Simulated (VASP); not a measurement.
# RuBr4 (Pm-3m) in VASP: further runs

Runs on RuBr4. Level: PBE. Tasks: single point, relaxation of cell and atoms.

All numbers are computed with VASP 6.6.1; they aren't measurements. Logs are shortened: lines on timing, memory, paths and dates and some standing lists are left out, and cuts for length are marked.

## Step 1: The cell of the first run

It takes space group Pm-3m (No. 221, cubic). Conventional cell: a = 5.576 Å, b = 5.576 Å, c = 5.576 Å, α = 90.00°, β = 90.00°, γ = 90.00°. Ru (site symmetry m-3m) has 20 Br at 3.94 to 4.83 Å within 5.2 Å. Within 3.7 Å of Br (site symmetry 4/mmm) lie 2 Br at 2.79 Å. Within 3.7 Å of Br (site symmetry m-3m) lie 6 Br at 2.79 Å.

The cell was generated, and may not be a known phase.

## Step 2: Single point, PBE, collinear spin, ferromagnetic start

Input file INCAR:

```
SYSTEM = RuBr4
PREC = Accurate
ENCUT = 520
EDIFF = 1E-6
ISMEAR = 0
SIGMA = 0.1
LREAL = .False.
LASPH = .True.
NELM = 150
ALGO = Normal
ISIF = 2
LWAVE = .False.
LCHARG = .False.
ISPIN = 2
MAGMOM = 1 0 0 0 0
LORBIT = 11
LMAXMIX = 4
GGA = PE
NBANDS = 33
```

Input file KPOINTS:

```
regular mesh
0
Gamma
  4 4 4
  0 0 0
```

Input file POSCAR:

```
RuBr4
1.0
    5.5758258963      0.0000000000      0.0000000000
    0.0000000000      5.5758258963      0.0000000000
    0.0000000000      0.0000000000      5.5758258963
Ru Br
1 4
Direct
    0.0000000000      0.0000000000      0.0000000000
    0.0000000000      0.5000000000      0.5000000000
    0.5000000000      0.0000000000      0.5000000000
    0.5000000000      0.5000000000      0.0000000000
    0.5000000000      0.5000000000      0.5000000000
```

Potentials or basis: VASP PAW PBE potentials, release 64 (Ru_pv, Br).

Command:

```sh
$ cat potpaw_PBE.64/Ru_pv/POTCAR potpaw_PBE.64/Br/POTCAR > POTCAR
$ mpirun -np 1 vasp_std > vasp.out
```

OUTCAR:

```text
SYSTEM = RuBr4
   PREC = Accurate
   ENCUT = 520
   EDIFF = 1E-6
   ISMEAR = 0
   LREAL = .False.
   LASPH = .True.
   NELM = 150
   ISIF = 2
   ISPIN = 2
   LORBIT = 11
   GGA = PE

 ion  position               nearest neighbor table
   1  0.000  0.000  0.000-
   2  0.000  0.500  0.500-   5 2.79   5 2.79
   3  0.500  0.000  0.500-   5 2.79   5 2.79
   4  0.500  0.500  0.000-   5 2.79   5 2.79
   5  0.500  0.500  0.500-   2 2.79   3 2.79   4 2.79   4 2.79   3 2.79   2 2.79

  LATTYP: Found a simple cubic cell.
 ALAT       =     5.5758258963

  Lattice vectors:

 A1 = (   5.5758258963,   0.0000000000,   0.0000000000)
 A2 = (   0.0000000000,   5.5758258963,   0.0000000000)
 A3 = (   0.0000000000,   0.0000000000,   5.5758258963)

Analysis of symmetry for initial positions (statically):
=====================================================================
 Subroutine PRICEL returns:
 Original cell was already a primitive cell.

 Routine SETGRP: Setting up the symmetry group for a
 simple cubic supercell.

 Subroutine GETGRP returns: Found 48 space group operations
 (whereof 48 operations were pure point group operations)
 out of a pool of 48 trial point group operations.

The static configuration has the point symmetry O_h .

Analysis of symmetry for dynamics (positions and initial velocities):
=====================================================================
 Subroutine PRICEL returns:
 Original cell was already a primitive cell.

 Routine SETGRP: Setting up the symmetry group for a
 simple cubic supercell.

 Subroutine GETGRP returns: Found 48 space group operations
 (whereof 48 operations were pure point group operations)
 out of a pool of 48 trial point group operations.

The dynamic configuration has the point symmetry O_h .

Analysis of structural, dynamic, and magnetic symmetry:
=====================================================================
 Subroutine PRICEL returns:
 Original cell was already a primitive cell.

 Routine SETGRP: Setting up the symmetry group for a
 simple cubic supercell.

 Subroutine GETGRP returns: Found 48 space group operations
 (whereof 48 operations were pure point group operations)
 out of a pool of 48 trial point group operations.

The overall configuration has the point symmetry O_h .

 Subroutine INISYM returns: Found 48 space group operations
 (whereof 48 operations are pure point group operations),
 and found     1 'primitive' translations

----------------------------------------------------------------------------------------

                                     Primitive cell

  volume of cell :     173.3515

  direct lattice vectors                    reciprocal lattice vectors
     5.575825896  0.000000000  0.000000000     0.179345629  0.000000000  0.000000000
     0.000000000  5.575825896  0.000000000     0.000000000  0.179345629  0.000000000
     0.000000000  0.000000000  5.575825896     0.000000000  0.000000000  0.179345629

  length of vectors
     5.575825896  5.575825896  5.575825896     0.179345629  0.179345629  0.179345629

  position of ions in fractional coordinates (direct lattice)
     0.000000000  0.000000000  0.000000000
     0.000000000  0.500000000  0.500000000
     0.500000000  0.000000000  0.500000000
     0.500000000  0.500000000  0.000000000
     0.500000000  0.500000000  0.500000000

  ion indices of the primitive-cell ions
   primitive index   ion index
                 1           1
                 2           2
                 3           3
                 4           4
                 5           5

----------------------------------------------------------------------------------------

 KPOINTS: regular mesh

Automatic generation of k-mesh.
 Grid dimensions read from file:
 generate k-points for:    4    4    4

 Generating k-lattice:

  Cartesian coordinates                     Fractional coordinates (reciprocal lattice)
     0.044836407  0.000000000  0.000000000     0.250000000  0.000000000  0.000000000
     0.000000000  0.044836407  0.000000000     0.000000000  0.250000000  0.000000000
     0.000000000  0.000000000  0.044836407     0.000000000  0.000000000  0.250000000

  Length of vectors
     0.044836407  0.044836407  0.044836407

  Shift w.r.t. Gamma in fractional coordinates (k-lattice)
     0.000000000  0.000000000  0.000000000

 Subroutine IBZKPT returns following result:
 ===========================================

 Found     10 irreducible k-points:

 Following reciprocal coordinates:
            Coordinates               Weight
  0.000000  0.000000  0.000000      1.000000
  0.250000  0.000000  0.000000      6.000000
  0.500000  0.000000  0.000000      3.000000
  0.250000  0.250000  0.000000     12.000000
  0.500000  0.250000  0.000000     12.000000
  0.500000  0.500000  0.000000      3.000000
  0.250000  0.250000  0.250000      8.000000
  0.500000  0.250000  0.250000     12.000000
  0.500000  0.500000  0.250000      6.000000
  0.500000  0.500000  0.500000      1.000000
   k-points           NKPTS =     10   k-points in BZ     NKDIM =     10   number of bands    NBANDS=     33
   number of dos      NEDOS =    301   number of ions     NIONS =      5
   total plane-waves  NPLWV =  74088
   dimension x,y,z NGX =    42 NGY =   42 NGZ =   42
   dimension x,y,z NGXF=    84 NGYF=   84 NGZF=   84
   ions per type =               1   4
   NGX,Y,Z   is equivalent  to a cutoff of  12.52, 12.52, 12.52 a.u.
   NGXF,Y,Z  is equivalent  to a cutoff of  25.05, 25.05, 25.05 a.u.
 SYSTEM =  RuBr4
   PREC   = accura    normal or accurate (medium, high low for compatibility)
   ISTART =      0    job   : 0-new  1-cont  2-samecut
   ICHARG =      2    charge: 1-file 2-atom 10-const
   ISPIN  =      2    spin polarized calculation?
   LNONCOLLINEAR =      F non collinear calculations
   LSORBIT =      F    spin-orbit coupling
   LASPH  =      T    aspherical Exc in radial PAW
   ENCUT  =  520.0 eV  38.22 Ry    6.18 a.u.  10.37 10.37 10.37*2*pi/ulx,y,z
   NELM   =    150;   NELMIN=  2; NELMDL= -5     # of ELM steps
   EDIFF  = 0.1E-05   stopping-criterion for ELM
   LREAL  =      F    real-space projection
[... 7 lines left out ...]
   TEBEG  =    0.0;   TEEND  =   0.0 temperature during run
   PSTRESS=    0.0 pullay stress
   NELECT =      42.0000    total number of electrons
   NUPDOWN=      -1.0000    fix difference up-down
   EMIN   =  10.00;   EMAX   =-10.00  energy-range for DOS
   EFERMI =   0.00;   METHOD = LEGACY
   ISMEAR =     0;   SIGMA  =   0.10  broadening in eV -4-tet -1-fermi 0-gaus
   EFERMI_NEDOS =   21; number of points for ismear=-14 and -15
   IALGO  =     38    algorithm
   IMIX   =      4    mixing-type and parameters
     AMIX     =   0.40;   BMIX     =  1.00
     AMIX_MAG =   1.60;   BMIX_MAG =  1.00
  volume/ion in A,a.u.               =      34.67       233.97
  Fermi-wavevector in a.u.,A,eV,Ry     =   1.020584  1.928624 14.171713  1.041592
  Thomas-Fermi vector in A             =   2.154161
   LORBIT       =     11    0 simple, 1 ext, 2 COOP (PROOUT), +10 PAW based schemes
   GGA     = PE    functional components
   LHFCALC =     F    Hartree Fock is set to
   AEXX    =    0.0000 exact exchange contribution
   IVDW    =     0    specifies the selected vdW correction
   LEPSILON=     F    determine dielectric tensor
   LRPA    =     F    only Hartree local field effects (RPA)
 spin polarized calculation
 Gauss-broadening in eV      SIGMA  =   0.10
  energy-cutoff  :      520.00
  volume of cell :      173.35
 maximum number of plane-waves:      4700
 NGX is ok and might be reduce to    42
   NGX = 21   NGY = 21   NGZ = 21

 number of electron      41.9999983 magnetization       4.5297598

 Free energy of the ion-electron system (eV)
  ---------------------------------------------------
  ext. energy  EPLUGINS =         0.00000000
  ---------------------------------------------------
  free energy    TOTEN  =        -9.80155826 eV

  energy without entropy =       -9.78773524  energy(sigma->0) =       -9.79464675

 E-fermi :   1.1296     XC(G=0):  -7.9752

 val. band max:        1.0642332072   @ k =   0.5000   0.0000   0.0000
 cond. band min:       1.2496657983   @ k =   0.5000   0.2500   0.2500
 fundamental gap:      0.1854325912
 Fermi energy:         1.1295667116

 spin component 1

 k-point     1 :       0.0000    0.0000    0.0000
  band No.  band energies     occupation
      1     -41.9213      1.00000
      2     -41.9213      1.00000
      3     -41.9213      1.00000
      4     -15.8272      1.00000
      5     -13.2737      1.00000
      6     -13.2737      1.00000
[... 25 lines left out ...]
     32       7.6329      0.00000
     33       7.6329      0.00000

 k-point     2 :       0.2500    0.0000    0.0000
  band No.  band energies     occupation
      1     -41.9213      1.00000
      2     -41.9213      1.00000
      3     -41.9213      1.00000
      4     -15.7480      1.00000
      5     -13.3726      1.00000
      6     -13.2720      1.00000
[... 25 lines left out ...]
     32       8.2055      0.00000
     33       8.7118      0.00000
[... 250 lines left out ...]
     32       9.8969      0.00000
     33       9.8969      0.00000

 k-point    10 :       0.5000    0.5000    0.5000
  band No.  band energies     occupation
      1     -41.9213      1.00000
      2     -41.9213      1.00000
      3     -41.9213      1.00000
      4     -15.2241      1.00000
      5     -13.4973      1.00000
      6     -13.4973      1.00000
[... 25 lines left out ...]
     32      10.5808      0.00000
     33      10.5808      0.00000
 Fermi energy:         1.1295667116

 spin component 2

 k-point     1 :       0.0000    0.0000    0.0000
  band No.  band energies     occupation
      1     -39.8164      1.00000
      2     -39.8162      1.00000
      3     -39.8158      1.00000
      4     -15.3433      1.00000
      5     -13.0129      1.00000
      6     -13.0129      1.00000
[... 25 lines left out ...]
     32       8.0708      0.00000
     33       8.0708      0.00000

 k-point     2 :       0.2500    0.0000    0.0000
  band No.  band energies     occupation
      1     -39.8164      1.00000
      2     -39.8162      1.00000
      3     -39.8158      1.00000
      4     -15.2564      1.00000
      5     -13.1099      1.00000
      6     -13.0112      1.00000
[... 25 lines left out ...]
     32       8.5944      0.00000
     33       8.9883      0.00000
[... 250 lines left out ...]
     32      10.0045      0.00000
     33      10.0045      0.00000

 k-point    10 :       0.5000    0.5000    0.5000
  band No.  band energies     occupation
      1     -39.8163      1.00000
      2     -39.8162      1.00000
      3     -39.8158      1.00000
      4     -14.6470      1.00000
      5     -13.2329      1.00000
      6     -13.2329      1.00000
[... 25 lines left out ...]
     32      10.6543      0.00000
     33      10.6543      0.00000

------------------------ aborting loop because EDIFF is reached ----------------------------------------

  FORCE on cell =-STRESS in cart. coord.  units (eV):
  Direction    XX          YY          ZZ          XY          YZ          ZX
  --------------------------------------------------------------------------------------
  -------------------------------------------------------------------------------------
  Total        0.1815407      0.1815407      0.1815407      0.0000000      0.0000000      0.0000000
  in kB        1.6778645      1.6778645      1.6778645      0.0000000      0.0000000      0.0000000
  external PRESSURE =       1.6778645 kB  Pullay stress =       0.0000000 kB

 VOLUME and BASIS-vectors are now :
 -----------------------------------------------------------------------------
  energy-cutoff  :      520.00
  volume of cell :      173.35
      direct lattice vectors                 reciprocal lattice vectors
     5.575825896  0.000000000  0.000000000     0.179345629  0.000000000  0.000000000
     0.000000000  5.575825896  0.000000000     0.000000000  0.179345629  0.000000000
     0.000000000  0.000000000  5.575825896     0.000000000  0.000000000  0.179345629

 POSITION                                       TOTAL-FORCE (eV/Angst)
 -----------------------------------------------------------------------------------
      0.00000      0.00000      0.00000         0.000000      0.000000      0.000000
      0.00000      2.78791      2.78791         0.000000      0.000000      0.000000
      2.78791      0.00000      2.78791         0.000000      0.000000      0.000000
      2.78791      2.78791      0.00000         0.000000      0.000000      0.000000
      2.78791      2.78791      2.78791         0.000000      0.000000      0.000000
 -----------------------------------------------------------------------------------
    total drift:                                0.000000     -0.000000      0.000000

  FREE ENERGIE OF THE ION-ELECTRON SYSTEM (eV)
  ---------------------------------------------------
  free  energy   TOTEN  =        -9.8015582649 eV

  energy  without entropy=       -9.7877352427  energy(sigma->0) =       -9.79464675

 total charge

# of ion       s       p       d       tot
------------------------------------------
    1        0.053   5.979   6.090  12.123
    2        1.633   3.122   0.017   4.772
    3        1.633   3.122   0.017   4.772
    4        1.633   3.122   0.017   4.772
    5        1.671   2.948   0.063   4.681
--------------------------------------------------
tot          6.623  18.293   6.205  31.120

 magnetization (x)

# of ion       s       p       d       tot
------------------------------------------
    1        0.017   0.007   2.683   2.707
    2        0.014   0.210   0.003   0.227
    3        0.014   0.210   0.003   0.227
    4        0.014   0.210   0.003   0.227
    5        0.034   0.480   0.013   0.527
--------------------------------------------------
tot          0.091   1.119   2.705   3.915
```

It took 3.2 min on 1 thread of Intel Xeon 6975P-C (Granite Rapids), shared host; peak memory 0.36 GiB.

Results:

| Property | Result |
| --- | --- |
| Free energy | -9.8016 eV |
| Pressure | 0.2 GPa |
| Net moment | 4.53 μB per cell |
| Site moments | Ru +2.71; Br +0.23, +0.53 (each value once) μB |
| Valence electrons inside the program's atomic spheres | Ru 12.12; Br 4.77, 4.68 (each value once) |

## Step 3: Relaxation of cell and atoms, PBE, collinear spin, ferromagnetic start

This run uses another cell than the first one, of 31.56 Å³/atom.

Input file INCAR:

```
SYSTEM = RuBr4
PREC     = Accurate       ! precision mode
ENCUT    = 600            ! plane-wave cutoff, eV
EDIFF    = 1E-7           ! SCF threshold, eV
ISMEAR   = 0              ! smearing method
SIGMA    = 0.1            ! smearing width, eV
LREAL    = .FALSE.        ! projectors in reciprocal space
LASPH    = .TRUE.         ! aspherical terms in the spheres
NELM     = 150            ! most SCF steps
ALGO     = Normal         ! electronic algorithm
ISIF     = 3              ! what is computed and relaxed
LWAVE    = .FALSE.        ! write WAVECAR
LCHARG   = .FALSE.        ! write CHGCAR
ISPIN    = 2              ! spin polarisation
MAGMOM   = 1 0 0 0 0      ! initial moments
LORBIT   = 11             ! projections on sites
LMAXMIX  = 4              ! l up to which the mixer works
GGA      = PE             ! functional
IBRION   = 2              ! ionic algorithm
NSW      = 90             ! ionic steps
EDIFFG   = -0.04          ! ionic threshold
```

Input file KPOINTS:

```
regular mesh
0
G
  4 4 4
  0 0 0
```

Changes to POSCAR since step 2:

```diff
@@ -2,5 +2,5 @@
 1.0
-    5.5758258963      0.0000000000      0.0000000000
-    0.0000000000      5.5758258963      0.0000000000
-    0.0000000000      0.0000000000      5.5758258963
+    5.4035546200      0.0000000000      0.0000000000
+    0.0000000000      5.4035546200      0.0000000000
+    0.0000000000      0.0000000000      5.4035546200
 Ru Br
```

Potentials or basis: VASP PAW PBE potentials, release 64 (Ru_pv, Br).

Command:

```sh
$ cat potpaw_PBE.64/Ru_pv/POTCAR potpaw_PBE.64/Br/POTCAR > POTCAR
$ mpirun -np 1 vasp_std > vasp.out
```

It took 7.4 min on 1 thread of Intel Xeon 6975P-C (Granite Rapids), shared host; peak memory 0.45 GiB.

The run converged. Its results:

* Free energy: -9.8150 eV
* Relaxed volume: 34.86 Å³/atom
* Relaxed cell: a = 5.586 Å, b = 5.586 Å, c = 5.586 Å, α = 90.00°, β = 90.00°, γ = 90.00°
* Space group after relaxing (to 0.1 Å): Pm-3m (No. 221)
* Energy gained by relaxing: 45.5 meV/atom
* Ionic steps: 5
* Pressure after relaxing: 0.0 GPa
* Net moment: 1.61 μB per cell
* Site moments: Ru +2.70; Br -0.21, -0.52 (each value once) μB
* Valence electrons inside the program's atomic spheres: Ru 12.12; Br 4.77, 4.68 (each value once)

The path:
```csv
step,energy change (eV),largest force (eV/Å),pressure (GPa),volume (Å³)
1,0.0000,0.0000,2.50,157.78
2,-0.2176,0.0000,0.64,169.27
3,-0.2202,0.0000,0.54,169.98
4,-0.2242,0.0000,0.36,171.41
5,-0.2274,0.0000,0.00,174.30
```

Final structure:
```xyz
5
Lattice="5.5859 0.0000 0.0000 0.0000 5.5859 0.0000 0.0000 0.0000 5.5859" Properties=species:S:1:pos:R:3 pbc="T T T"
Ru    0.0000    0.0000    0.0000
Br    0.0000    2.7930    2.7930
Br    2.7930    0.0000    2.7930
Br    2.7930    2.7930    0.0000
Br    2.7930    2.7930    2.7930
```

Levels at points of the mesh, in eV from the Fermi level:
Spin up:
```csv
k point,band 18,band 19,band 20,band 21,band 22,band 23,band 24,band 25,band 26
"(0.00, 0.00, 0.00)",-1.87,-1.87,-1.38,-1.38,-0.14,1.63,1.63,1.63,6.13
"(0.50, 0.00, 0.00)",-1.94,-1.47,-1.47,-1.31,-1.05,1.26,1.63,1.63,3.50
"(0.50, 0.50, 0.00)",-1.81,-1.57,-1.57,-1.56,-1.27,-1.00,1.16,1.61,4.60
"(0.50, 0.50, 0.50)",-2.07,-2.07,-1.29,-1.29,-1.29,-1.29,-1.29,0.27,5.75
```
Spin down:
```csv
k point,band 16,band 17,band 18,band 19,band 20,band 21,band 22,band 23,band 24,band 25
"(0.00, 0.00, 0.00)",-1.99,-0.29,-0.29,0.60,0.60,0.60,0.67,1.08,1.08,1.08
"(0.50, 0.00, 0.00)",-2.08,-2.08,-0.20,-0.07,0.61,0.76,0.76,1.11,1.11,2.08
"(0.50, 0.50, 0.00)",-2.01,-2.01,-1.47,-0.16,-0.08,0.64,0.79,0.79,1.06,2.12
"(0.50, 0.50, 0.50)",-2.49,-1.41,-1.41,-1.41,-0.16,-0.16,0.60,0.60,0.60,1.25
```
